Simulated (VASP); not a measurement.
# CaSe (Fm-3m) in VASP: further runs

Aim: see how the results for CaSe move with the level of theory and the settings. Levels: PBE, r2SCAN. Tasks: single point.

All numbers are computed with VASP 6.6.1; they aren't measurements. Logs are shortened: lines on timing, memory, paths and dates and some standing lists are left out, and cuts for length are marked.

## 1. The cell of the first run

The structure is cubic, space group Fm-3m (No. 225). Conventional cell: a = 6.076 Å, b = 6.076 Å, c = 6.076 Å, α = 90.00°, β = 90.00°, γ = 90.00°. Ca (site symmetry m-3m) has 6 Se at 3.04 Å within 4.0 Å. Within 4.0 Å of Se (site symmetry m-3m) lie 6 Ca at 3.04 Å.

## 2. Single point, PBE (volume changed by +6%)

File INCAR:

```
SYSTEM = CaSe
ALGO = Normal ; EDIFF = 1E-6
ENCUT = 520 ; GGA = PE
ISIF = 2 ; ISMEAR = 0
LASPH = .True. ; LCHARG = .True.
LELF = .True. ; LREAL = .False.
LVHAR = .True. ; LWAVE = .False.
NBANDS = 15 ; NELM = 100
PREC = Accurate ; SIGMA = 0.01
```

File KPOINTS:

```
k-points
0
Gamma
  6 6 6
  0 0 0
```

File POSCAR:

```
CaSe
1.0
    0.0000000000      3.0379709898      3.0379709898
    3.0379709898      0.0000000000      3.0379709898
    3.0379709898      3.0379709898      0.0000000000
Ca Se
1 1
Direct
    0.0000000000      0.0000000000      0.0000000000
    0.5000000000      0.5000000000      0.5000000000
```

Potentials or basis: VASP PAW PBE potentials, release 64 (Ca_sv, Se).

The run is started by

```sh
$ cat potpaw_PBE.64/Ca_sv/POTCAR potpaw_PBE.64/Se/POTCAR > POTCAR
$ mpirun -np 1 vasp_std > vasp.out
```

OUTCAR:

```text
SYSTEM = CaSe
   EDIFF = 1E-6
   ENCUT = 520
   GGA = PE
   ISIF = 2
   ISMEAR = 0
   LASPH = .True.
   LREAL = .False.
   NELM = 100
   PREC = Accurate

 ion  position               nearest neighbor table
   1  0.000  0.000  0.000-
   2  0.500  0.500  0.500-

  LATTYP: Found a face centered cubic cell.
 ALAT       =     6.0759419796

  Lattice vectors:

 A1 = (   0.0000000000,   3.0379709898,   3.0379709898)
 A2 = (   3.0379709898,   0.0000000000,   3.0379709898)
 A3 = (   3.0379709898,   3.0379709898,   0.0000000000)

Analysis of symmetry for initial positions (statically):
=====================================================================
 Subroutine PRICEL returns:
 Original cell was already a primitive cell.

 Routine SETGRP: Setting up the symmetry group for a
 face centered cubic supercell.

 Subroutine GETGRP returns: Found 48 space group operations
[... 9 lines left out ...]

 Routine SETGRP: Setting up the symmetry group for a
 face centered cubic supercell.

 Subroutine GETGRP returns: Found 48 space group operations
[... 11 lines left out ...]
                                     Primitive cell

  volume of cell :      56.0765

  direct lattice vectors                    reciprocal lattice vectors
     0.000000000  3.037970990  3.037970990    -0.164583533  0.164583533  0.164583533
     3.037970990  0.000000000  3.037970990     0.164583533 -0.164583533  0.164583533
     3.037970990  3.037970990  0.000000000     0.164583533  0.164583533 -0.164583533

  length of vectors
     4.296339776  4.296339776  4.296339776     0.285067042  0.285067042  0.285067042

  position of ions in fractional coordinates (direct lattice)
     0.000000000  0.000000000  0.000000000
     0.500000000  0.500000000  0.500000000

  ion indices of the primitive-cell ions
   primitive index   ion index
                 1           1
                 2           2

----------------------------------------------------------------------------------------

 KPOINTS: k-points

Automatic generation of k-mesh.
 Grid dimensions read from file:
 generate k-points for:    6    6    6

 Generating k-lattice:

  Cartesian coordinates                     Fractional coordinates (reciprocal lattice)
    -0.027430589  0.027430589  0.027430589     0.166666667  0.000000000  0.000000000
     0.027430589 -0.027430589  0.027430589     0.000000000  0.166666667  0.000000000
     0.027430589  0.027430589 -0.027430589     0.000000000  0.000000000  0.166666667

  Length of vectors
     0.047511174  0.047511174  0.047511174

  Shift w.r.t. Gamma in fractional coordinates (k-lattice)
     0.000000000  0.000000000  0.000000000

 Subroutine IBZKPT returns following result:
 ===========================================

 Found     16 irreducible k-points:

 Following reciprocal coordinates:
            Coordinates               Weight
  0.000000  0.000000  0.000000      1.000000
  0.166667  0.000000  0.000000      8.000000
  0.333333  0.000000  0.000000      8.000000
  0.500000  0.000000  0.000000      4.000000
  0.166667  0.166667  0.000000      6.000000
  0.333333  0.166667  0.000000     24.000000
[... 8 lines left out ...]
 -0.333333  0.333333  0.166667     24.000000
 -0.333333  0.500000  0.166667     12.000000
   k-points           NKPTS =     16   k-points in BZ     NKDIM =     16   number of bands    NBANDS=     15
   number of dos      NEDOS =    301   number of ions     NIONS =      2
   total plane-waves  NPLWV =  32768
   dimension x,y,z NGX =    32 NGY =   32 NGZ =   32
   dimension x,y,z NGXF=    64 NGYF=   64 NGZF=   64
   ions per type =               1   1
   NGX,Y,Z   is equivalent  to a cutoff of  12.38, 12.38, 12.38 a.u.
   NGXF,Y,Z  is equivalent  to a cutoff of  24.76, 24.76, 24.76 a.u.
 SYSTEM =  CaSe
   PREC   = accura    normal or accurate (medium, high low for compatibility)
   ISTART =      0    job   : 0-new  1-cont  2-samecut
   ICHARG =      2    charge: 1-file 2-atom 10-const
   ISPIN  =      1    spin polarized calculation?
   LNONCOLLINEAR =      F non collinear calculations
   LSORBIT =      F    spin-orbit coupling
   LASPH  =      T    aspherical Exc in radial PAW
   ENCUT  =  520.0 eV  38.22 Ry    6.18 a.u.   7.99  7.99  7.99*2*pi/ulx,y,z
   NELM   =    100;   NELMIN=  2; NELMDL= -5     # of ELM steps
   EDIFF  = 0.1E-05   stopping-criterion for ELM
   LREAL  =      F    real-space projection
   EDIFFG = 0.1E-04   stopping-criterion for IOM
   NSW    =      0    number of steps for IOM
   IBRION =     -1    ionic relax: 0-MD 1-quasi-New 2-CG
   NFREE  =      0    steps in history (QN), initial steepest desc. (CG)
   ISIF   =      2    stress and relaxation
   ISYM   =      2    0-nonsym 1-usesym 2-fastsym
   POTIM  = 0.5000    time-step for ionic-motion
   TEBEG  =    0.0;   TEEND  =   0.0 temperature during run
   PSTRESS=    0.0 pullay stress
   NELECT =      16.0000    total number of electrons
   NUPDOWN=      -1.0000    fix difference up-down
   EMIN   =  10.00;   EMAX   =-10.00  energy-range for DOS
   EFERMI =   0.00;   METHOD = LEGACY
   ISMEAR =     0;   SIGMA  =   0.01  broadening in eV -4-tet -1-fermi 0-gaus
   EFERMI_NEDOS =   21; number of points for ismear=-14 and -15
   IALGO  =     38    algorithm
   IMIX   =      4    mixing-type and parameters
     AMIX     =   0.40;   BMIX     =  1.00
     AMIX_MAG =   1.60;   BMIX_MAG =  1.00
  volume/ion in A,a.u.               =      28.04       189.21
  Fermi-wavevector in a.u.,A,eV,Ry     =   1.077758  2.036667 15.804011  1.161562
  Thomas-Fermi vector in A             =   2.213678
   LORBIT       =      0    0 simple, 1 ext, 2 COOP (PROOUT), +10 PAW based schemes
   GGA     = PE    functional components
   LHFCALC =     F    Hartree Fock is set to
   AEXX    =    0.0000 exact exchange contribution
   IVDW    =     0    specifies the selected vdW correction
   LEPSILON=     F    determine dielectric tensor
   LRPA    =     F    only Hartree local field effects (RPA)
 non-spin polarized calculation
 Gauss-broadening in eV      SIGMA  =   0.01
  energy-cutoff  :      520.00
  volume of cell :       56.08
 maximum number of plane-waves:      1527
   NGX = 15   NGY = 15   NGZ = 15

 number of electron      16.0000004 magnetization

 Free energy of the ion-electron system (eV)
  ---------------------------------------------------
  ext. energy  EPLUGINS =         0.00000000
  ---------------------------------------------------
  free energy    TOTEN  =        -9.46241416 eV

  energy without entropy =       -9.46241416  energy(sigma->0) =       -9.46241416

 E-fermi :   1.9664     XC(G=0):  -8.8208

 val. band max:        1.9166082410   @ k =   0.0000   0.0000   0.0000
 cond. band min:       4.1105463060   @ k =   0.5000   0.5000   0.0000
 fundamental gap:      2.1939380651
 Fermi energy:         1.9664039184

 k-point     1 :       0.0000    0.0000    0.0000
  band No.  band energies     occupation
      1     -38.0891      2.00000
      2     -19.0685      2.00000
      3     -19.0685      2.00000
      4     -19.0685      2.00000
      5      -9.6193      2.00000
      6       1.9166      2.00000
      7       1.9166      2.00000
      8       1.9166      2.00000
      9       4.8456      0.00000
     10       5.6310      0.00000
     11       5.6310      0.00000
     12       5.6310      0.00000
     13       6.1238      0.00000
     14       6.1238      0.00000
     15      11.5083      0.00000

 k-point     2 :       0.1667    0.0000    0.0000
  band No.  band energies     occupation
      1     -38.0880      2.00000
      2     -19.0881      2.00000
      3     -19.0700      2.00000
      4     -19.0700      2.00000
      5      -9.4899      2.00000
      6       0.8223      2.00000
      7       1.5864      2.00000
      8       1.5864      2.00000
      9       5.4323      0.00000
     10       5.9489      0.00000
     11       5.9489      0.00000
     12       6.3613      0.00000
     13       6.7281      0.00000
     14       6.7281      0.00000
     15      11.3948      0.00000

 k-point     3 :       0.3333    0.0000    0.0000
  band No.  band energies     occupation
      1     -38.0859      2.00000
      2     -19.1267      2.00000
      3     -19.0729      2.00000
      4     -19.0729      2.00000
      5      -9.2120      2.00000
      6      -0.5351      2.00000
      7       1.0832      2.00000
      8       1.0832      2.00000
      9       5.7683      0.00000
     10       6.6780      0.00000
     11       6.6780      0.00000
     12       7.6342      0.00000
     13       8.0093      0.00000
     14       8.0093      0.00000
     15      10.8142      0.00000

 k-point     4 :       0.5000    0.0000    0.0000
  band No.  band energies     occupation
      1     -38.0848      2.00000
      2     -19.1457      2.00000
      3     -19.0744      2.00000
      4     -19.0744      2.00000
      5      -9.0614      2.00000
      6      -1.0741      2.00000
      7       0.8775      2.00000
      8       0.8775      2.00000
      9       6.2960      0.00000
     10       7.1634      0.00000
     11       7.2106      0.00000
     12       7.2106      0.00000
     13       8.9584      0.00000
     14       8.9584      0.00000
     15       9.7358      0.00000
[... 163 lines left out ...]
 k-point    14 :       0.5000    0.3333    0.1667
  band No.  band energies     occupation
      1     -38.0844      2.00000
      2     -19.1208      2.00000
      3     -19.0937      2.00000
      4     -19.0811      2.00000
      5      -9.1298      2.00000
      6      -0.4190      2.00000
      7       0.6695      2.00000
      8       0.8679      2.00000
      9       5.4920      0.00000
     10       6.7346      0.00000
     11       7.2464      0.00000
     12       7.3882      0.00000
     13       7.7146      0.00000
     14       8.9643      0.00000
     15       9.7121      0.00000

 k-point    15 :      -0.3333    0.3333    0.1667
  band No.  band energies     occupation
      1     -38.0837      2.00000
      2     -19.1228      2.00000
      3     -19.1002      2.00000
      4     -19.0856      2.00000
      5      -9.0635      2.00000
      6      -0.3812      2.00000
      7       0.2792      2.00000
      8       0.7270      2.00000
      9       6.2582      0.00000
     10       6.3368      0.00000
     11       7.3936      0.00000
     12       7.4995      0.00000
     13       7.6148      0.00000
     14       9.3580      0.00000
     15       9.9384      0.00000

 k-point    16 :      -0.3333    0.5000    0.1667
  band No.  band energies     occupation
      1     -38.0834      2.00000
      2     -19.1173      2.00000
      3     -19.1002      2.00000
      4     -19.0947      2.00000
      5      -9.0808      2.00000
      6      -0.1702      2.00000
      7       0.4878      2.00000
      8       0.5540      2.00000
      9       5.2614      0.00000
     10       6.8651      0.00000
     11       7.0763      0.00000
     12       7.4156      0.00000
     13       7.6874      0.00000
     14       8.4752      0.00000
     15      10.9655      0.00000

------------------------ aborting loop because EDIFF is reached ----------------------------------------

  FORCE on cell =-STRESS in cart. coord.  units (eV):
  Direction    XX          YY          ZZ          XY          YZ          ZX
  --------------------------------------------------------------------------------------
  -------------------------------------------------------------------------------------
  Total       -0.8251549     -0.8251549     -0.8251549      0.0000000      0.0000000      0.0000000
  in kB      -23.5757315    -23.5757315    -23.5757315      0.0000000      0.0000000      0.0000000
  external PRESSURE =     -23.5757315 kB  Pullay stress =       0.0000000 kB

 VOLUME and BASIS-vectors are now :
 -----------------------------------------------------------------------------
  energy-cutoff  :      520.00
  volume of cell :       56.08
      direct lattice vectors                 reciprocal lattice vectors
     0.000000000  3.037970990  3.037970990    -0.164583533  0.164583533  0.164583533
     3.037970990  0.000000000  3.037970990     0.164583533 -0.164583533  0.164583533
     3.037970990  3.037970990  0.000000000     0.164583533  0.164583533 -0.164583533

 POSITION                                       TOTAL-FORCE (eV/Angst)
 -----------------------------------------------------------------------------------
      0.00000      0.00000      0.00000         0.000000     -0.000000      0.000000
      3.03797      3.03797      3.03797        -0.000000      0.000000     -0.000000
 -----------------------------------------------------------------------------------
    total drift:                                0.000000     -0.000000     -0.000000

  FREE ENERGIE OF THE ION-ELECTRON SYSTEM (eV)
  ---------------------------------------------------
  free  energy   TOTEN  =        -9.4624141595 eV

  energy  without entropy=       -9.4624141595  energy(sigma->0) =       -9.46241416
```

It took 24 s on 1 thread of AMD EPYC 7R13, shared host; peak memory 0.15 GiB.

What came out:

* Free energy: -9.4624 eV
* Pressure: -2.4 GPa
* Band gap on the k mesh: 2.19 eV, indirect (least direct gap 2.93 eV)

 A k mesh can miss the band edges.

[end of part 1 of 2]
